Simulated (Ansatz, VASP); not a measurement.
**Sb in VASP and in Ansatz**

```
Sb
1.0
     3.38309    0.00000    0.00000
    -1.69155    2.92984    0.00000
     0.00000    0.00000    5.55748
Sb
2
Direct
  0.33333 0.66667 0.25000
  0.66667 0.33333 0.75000
```

Alike in both runs: task relaxation of cell and atoms; functional PBE; k mesh 14 × 14 × 8; occupations fermi-dirac, width 0.05 eV; non-collinear spin, spin-orbit coupling.

```csv
,VASP,Ansatz
version,VASP 6.6.1,Ansatz 0.2.0
potentials or method,"VASP PAW PBE potentials, release 64 (Sb), cutoff 500 eV",all-electron LAPW
```

Ansatz gave:

* relaxed volume (Å³/atom): 27.54
* relaxed length of the cell vector where the two differ most in proportion (Å): 3.383

What did VASP give for the same quantities?

Relaxed volume (Å³/atom): 27.47; relaxed length of the cell vector where the two differ most in proportion (Å): 3.380.

Ansatz ran all-electron here, and VASP with PAW potentials.
